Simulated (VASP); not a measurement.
Crystal: ZnS.

```
Zn S
1.0
     0.00000    2.66714    2.72694
     2.66714    0.00000    2.72694
     2.66714    2.66714    0.00000
Zn S
1 1
Direct
  0.00000 0.00000 0.00000
  0.25000 0.25000 0.25000
```

This cell differs from its parent crystal: epitaxial xy strain -1.0%.

Base run:

- Program: VASP 6.6.1
- Functional: r2SCAN
- Potentials or basis: VASP PAW PBE potentials, release 64 (Zn, S)
- Cutoff: 520 eV
- k mesh: 8 × 8 × 8
- Occupations: gaussian, width 0.01 eV
- Spin: no spin polarisation

Its results: band gap on the k mesh 2.72 eV, direct; pressure 0.7 GPa.

**Question.** The run is repeated on the same cell with these changes: functional from r2SCAN to PBE; occupations from gaussian, width 0.01 eV to fermi-dirac, width 0.02 eV. What comes out?

**Answer.** Band gap on the k mesh 2.16 eV, direct; pressure 3.1 GPa.

Caveats: the PAW data sets were made with another functional, which shifts forces and pressure a little (some runs).

